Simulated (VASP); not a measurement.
# Ca (P6_3/mmc) in VASP: single point with r2SCAN

Aim: the single point of Ca with r2SCAN.

Program: VASP 6.6.1. These are calculated values, not measurements. Logs are shortened: lines on timing, memory, paths and dates and some standing lists are left out, and cuts for length are marked.

## (1) The cell of the first run

The structure is hexagonal, space group P6_3/mmc (No. 194). Conventional cell: a = 3.936 Å, b = 3.936 Å, c = 6.474 Å, α = 90.00°, β = 90.00°, γ = 120.00°. Ca (site symmetry -6m2) has 12 Ca at 3.94 to 3.96 Å within 5.2 Å.

This isn't the form of Ca at room conditions, which is fcc.

## (2) Single point, r2SCAN

Contents of POSCAR:

```
Ca
1.0
    3.9364725176      0.0000000000      0.0000000000
   -1.9682362588      3.4090852015      0.0000000000
    0.0000000000      0.0000000000      6.4743633359
Ca
2
Direct
    0.3333333333      0.6666666667      0.2500000000
    0.6666666667      0.3333333333      0.7500000000
```

Contents of INCAR.step1:

```
ALGO = Normal
EDIFF = 1E-5
ENCUT = 550
GGA = PE
GGA_COMPAT = False
ISMEAR = -1
LASPH = True
LCHARG = False
LREAL = False
LWAVE = True
NBANDS = 17
NELM = 120
PREC = Accurate
SIGMA = 0.1
```

Contents of INCAR.step2:

```
ALGO = Normal
EDIFF = 1E-6
ENCUT = 550
GGA_COMPAT = False
ISIF = 2
ISMEAR = -1
ISTART = 1
LASPH = True
LCHARG = True
LELF = True
LMIXTAU = True
LREAL = False
LVHAR = True
LWAVE = False
METAGGA = R2SCAN
NBANDS = 17
NELM = 120
PREC = Accurate
SIGMA = 0.1
```

Contents of KPOINTS:

```
k-points
0
Gamma
  5 5 3
```

Potentials or basis: VASP PAW PBE potentials, release 64 (Ca_sv).

Run with:

```console
$ cat potpaw_PBE.64/Ca_sv/POTCAR > POTCAR
$ cp INCAR.step1 INCAR
$ mpirun -np 1 vasp_std > vasp.out
$ cp INCAR.step2 INCAR
$ mpirun -np 1 vasp_std > vasp.out
```

OUTCAR:

```text
EDIFF = 1E-6
   ENCUT = 550
   ISIF = 2
   ISMEAR = -1
   ISTART = 1
   LASPH = True
   LREAL = False
   METAGGA = R2SCAN
   NELM = 120
   PREC = Accurate

 ion  position               nearest neighbor table
   1  0.333  0.667  0.250-
   2  0.667  0.333  0.750-

  LATTYP: Found a hexagonal cell.
 ALAT       =     3.9364725176
 C/A-ratio  =     1.6447119361

  Lattice vectors:

 A1 = (   3.9364725176,   0.0000000000,   0.0000000000)
 A2 = (  -1.9682362588,   3.4090852015,   0.0000000000)
 A3 = (   0.0000000000,   0.0000000000,   6.4743633359)

Analysis of symmetry for initial positions (statically):
=====================================================================
 Subroutine PRICEL returns:
 Original cell was already a primitive cell.

 Routine SETGRP: Setting up the symmetry group for a
 hexagonal supercell.

 Subroutine GETGRP returns: Found 24 space group operations
 (whereof 12 operations were pure point group operations)
 out of a pool of 24 trial point group operations.

The static configuration has the point symmetry D_3d.
 The point group associated with its full space group is D_6h.

Analysis of symmetry for dynamics (positions and initial velocities):
=====================================================================
 Subroutine PRICEL returns:
 Original cell was already a primitive cell.

 Routine SETGRP: Setting up the symmetry group for a
 hexagonal supercell.

 Subroutine GETGRP returns: Found 24 space group operations
 (whereof 12 operations were pure point group operations)
 out of a pool of 24 trial point group operations.

The dynamic configuration has the point symmetry D_3d.
 The point group associated with its full space group is D_6h.

 Subroutine INISYM returns: Found 24 space group operations
 (whereof 12 operations are pure point group operations),
 and found     1 'primitive' translations

----------------------------------------------------------------------------------------

                                     Primitive cell

  volume of cell :      86.8845

  direct lattice vectors                    reciprocal lattice vectors
     3.936472518  0.000000000  0.000000000     0.254034544  0.146666912  0.000000000
    -1.968236259  3.409085201  0.000000000     0.000000000  0.293333824  0.000000000
     0.000000000  0.000000000  6.474363336     0.000000000  0.000000000  0.154455341

  length of vectors
     3.936472518  3.936472518  6.474363336     0.293333824  0.293333824  0.154455341
[... 64 lines left out ...]
   ENCUT  =  550.0 eV  40.42 Ry    6.36 a.u.   7.53  7.53 12.38*2*pi/ulx,y,z
   NELM   =    120;   NELMIN=  2; NELMDL=  0     # of ELM steps
   EDIFF  = 0.1E-05   stopping-criterion for ELM
   LREAL  =      F    real-space projection
   EDIFFG = 0.1E-04   stopping-criterion for IOM
   NSW    =      0    number of steps for IOM
   IBRION =     -1    ionic relax: 0-MD 1-quasi-New 2-CG
   NFREE  =      0    steps in history (QN), initial steepest desc. (CG)
   ISIF   =      2    stress and relaxation
   ISYM   =      2    0-nonsym 1-usesym 2-fastsym
   POTIM  = 0.5000    time-step for ionic-motion
   TEBEG  =    0.0;   TEEND  =   0.0 temperature during run
   PSTRESS=    0.0 pullay stress
   NELECT =      20.0000    total number of electrons
   NUPDOWN=      -1.0000    fix difference up-down
   EMIN   =  10.00;   EMAX   =-10.00  energy-range for DOS
   EFERMI =   0.00;   METHOD = LEGACY
   ISMEAR =    -1;   SIGMA  =   0.10  broadening in eV -4-tet -1-fermi 0-gaus
   EFERMI_NEDOS =   21; number of points for ismear=-14 and -15
   IALGO  =     38    algorithm
   IMIX   =      4    mixing-type and parameters
     AMIX     =   0.40;   BMIX     =  1.00
     AMIX_MAG =   1.60;   BMIX_MAG =  1.00
  volume/ion in A,a.u.               =      43.44       293.16
  Fermi-wavevector in a.u.,A,eV,Ry     =   1.003315  1.895991 13.696191  1.006642
  Thomas-Fermi vector in A             =   2.135859
   LORBIT       =      0    0 simple, 1 ext, 2 COOP (PROOUT), +10 PAW based schemes
   METAGGA = R2SCAN    functional components
   LHFCALC =     F    Hartree Fock is set to
   AEXX    =    0.0000 exact exchange contribution
   IVDW    =     0    specifies the selected vdW correction
   LEPSILON=     F    determine dielectric tensor
   LRPA    =     F    only Hartree local field effects (RPA)
 non-spin polarized calculation
  energy-cutoff  :      550.00
  volume of cell :       86.88
 maximum number of plane-waves:      2571
 NGX is ok and might be reduce to    30
   NGX = 15   NGY = 15   NGZ = 25

 number of electron      20.0000001 magnetization

 Free energy of the ion-electron system (eV)
  ---------------------------------------------------
  ext. energy  EPLUGINS =         0.00000000
  ---------------------------------------------------
  free energy    TOTEN  =       -14.09499147 eV

  energy without entropy =      -14.03420137  energy(sigma->0) =      -14.06459642

 E-fermi :   1.9010     XC(G=0):  -8.1281

 val. band max:        1.6805591991   @ k =   0.2000   0.0000   0.0000
 cond. band min:       1.9793294831   @ k =   0.4000   0.0000   0.0000
 fundamental gap:      0.2987702840
 Fermi energy:         1.9010318160

 k-point     1 :       0.0000    0.0000    0.0000
  band No.  band energies     occupation
      1     -41.9506      2.00000
      2     -41.9383      2.00000
      3     -22.1069      2.00000
      4     -22.0020      2.00000
      5     -22.0020      2.00000
      6     -21.9846      2.00000
[... 177 lines left out ...]
      4     -22.0911      2.00000
      5     -22.0535      2.00000
      6     -22.0381      2.00000
[... 9 lines left out ...]
     16       5.4274      0.00000
     17       6.0409      0.00000

------------------------ aborting loop because EDIFF is reached ----------------------------------------

  FORCE on cell =-STRESS in cart. coord.  units (eV):
  Direction    XX          YY          ZZ          XY          YZ          ZX
  --------------------------------------------------------------------------------------
  -------------------------------------------------------------------------------------
  Total        0.0855941      0.0855941      0.0352729      0.0000000      0.0000000      0.0000000
  in kB        1.5783820      1.5783820      0.6504434      0.0000000      0.0000000      0.0000000
  external PRESSURE =       1.2690692 kB  Pullay stress =       0.0000000 kB

 VOLUME and BASIS-vectors are now :
 -----------------------------------------------------------------------------
  energy-cutoff  :      550.00
  volume of cell :       86.88
      direct lattice vectors                 reciprocal lattice vectors
     3.936472518  0.000000000  0.000000000     0.254034544  0.146666912  0.000000000
    -1.968236259  3.409085201  0.000000000     0.000000000  0.293333824  0.000000000
     0.000000000  0.000000000  6.474363336     0.000000000  0.000000000  0.154455341

 POSITION                                       TOTAL-FORCE (eV/Angst)
 -----------------------------------------------------------------------------------
     -0.00000      2.27272      1.61859        -0.000000      0.000000      0.000000
      1.96824      1.13636      4.85577         0.000000     -0.000000      0.000000
 -----------------------------------------------------------------------------------
    total drift:                               -0.000000      0.000000     -0.000000

  FREE ENERGIE OF THE ION-ELECTRON SYSTEM (eV)
  ---------------------------------------------------
  free  energy   TOTEN  =       -14.0949914701 eV

  energy  without entropy=      -14.0342013734  energy(sigma->0) =      -14.06459642
```

OSZICAR.step1:

```text
N       E                     dE             d eps       ncg     rms          rms(c)
DAV:   1     0.175409962957E+03    0.17541E+03   -0.10240E+04   340   0.110E+03
DAV:   2     0.557563052248E+01   -0.16983E+03   -0.16787E+03   377   0.321E+02
DAV:   3    -0.351683379444E+01   -0.90925E+01   -0.90488E+01   650   0.550E+01
DAV:   4    -0.389803633075E+01   -0.38120E+00   -0.38067E+00   470   0.112E+01
DAV:   5    -0.391199393334E+01   -0.13958E-01   -0.13956E-01   552   0.154E+00    0.310E+00
DAV:   6    -0.389851835883E+01    0.13476E-01   -0.26526E-02   455   0.151E+00    0.188E+00
DAV:   7    -0.389583999622E+01    0.26784E-02   -0.34506E-02   456   0.192E+00    0.131E-01
DAV:   8    -0.389505347610E+01    0.78652E-03   -0.35901E-03   438   0.503E-01    0.248E-02
DAV:   9    -0.389509225189E+01   -0.38776E-04   -0.26163E-04   624   0.748E-02    0.139E-02
DAV:  10    -0.389509687469E+01   -0.46228E-05   -0.32748E-05   415   0.544E-02
   1 F= -.38950969E+01 E0= -.38588776E+01  d E =-.724386E-01
```

Wall time 2.1 min (1 thread of Intel Xeon 8259CL, shared host); peak memory 0.2 GiB.

Results:

```yaml
Free_energy: -14.0950 eV
Pressure: 0.1 GPa
Band_gap_on_the_k_mesh: zero (bands 10 and 11 overlap by 0.46 eV)
```

Levels at points of the mesh, in eV from the Fermi level:
| k point | band 6 | band 7 | band 8 | band 9 | band 10 | band 11 | band 12 | band 13 | band 14 | band 15 |
| --- | --- | --- | --- | --- | --- | --- | --- | --- | --- | --- |
| (0.00, 0.00, 0.00) | -23.89 | -23.89 | -23.88 | -4.26 | -0.98 | -0.36 | 2.60 | 2.63 | 2.63 | 2.95 |

Caveat: the k points lie up to 0.37 Å⁻¹ apart; the PAW data sets were made with another functional, which shifts forces and pressure a little.

The gap in the log of VASP goes by the Fermi energy; the results here count the filled bands.